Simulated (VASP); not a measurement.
A run of VASP 6.6.1:

Contents of INCAR:

```
SYSTEM = ReP2
ALGO     = Normal         ! electronic algorithm
EDIFF    = 1E-6           ! SCF threshold, eV
EDIFFG   = -0.04          ! ionic threshold
ENCUT    = 600            ! plane-wave cutoff, eV
GGA      = PE             ! functional
IBRION   = 2              ! ionic algorithm
ISIF     = 3              ! what is computed and relaxed
ISMEAR   = 0              ! smearing method
LASPH    = .TRUE.         ! aspherical terms in the spheres
LCHARG   = .FALSE.        ! write CHGCAR
LREAL    = .FALSE.        ! projectors in reciprocal space
LWAVE    = .FALSE.        ! write WAVECAR
NELM     = 60             ! most SCF steps
NSW      = 90             ! ionic steps
PREC     = Accurate       ! precision mode
SIGMA    = 0.1            ! smearing width, eV
```

KPOINTS

```
k-points
0
G
  6 6 4
  0 0 0
```

File POSCAR:

```
ReP2
1.0
    3.1077010848      0.0000000000      0.0000000000
    0.0000000000      3.1077010848      0.0000000000
    0.0000000000      0.0000000000      5.4068553247
Re P
1 2
Direct
    0.0000000000      0.0000000000      0.0000000000
    0.5000000000      0.0000000000      0.3110862459
    0.0000000000      0.5000000000      0.6889137541
```

Potentials or basis: VASP PAW PBE potentials, release 64 (Re, P).

Command:

```sh
$ cat potpaw_PBE.64/Re/POTCAR potpaw_PBE.64/P/POTCAR > POTCAR
$ mpirun -np 1 vasp_std > vasp.out
```

Hardware: 1 thread of Intel Xeon 6975P-C, on a shared host.

**Question.** How long does it take, and how much memory?

**Answer.** Wall time 40 s on 1 thread of Intel Xeon 6975P-C (shared host), peak memory 0.21 GiB. Counts: scf iterations 29, k points 30, ion steps 3.
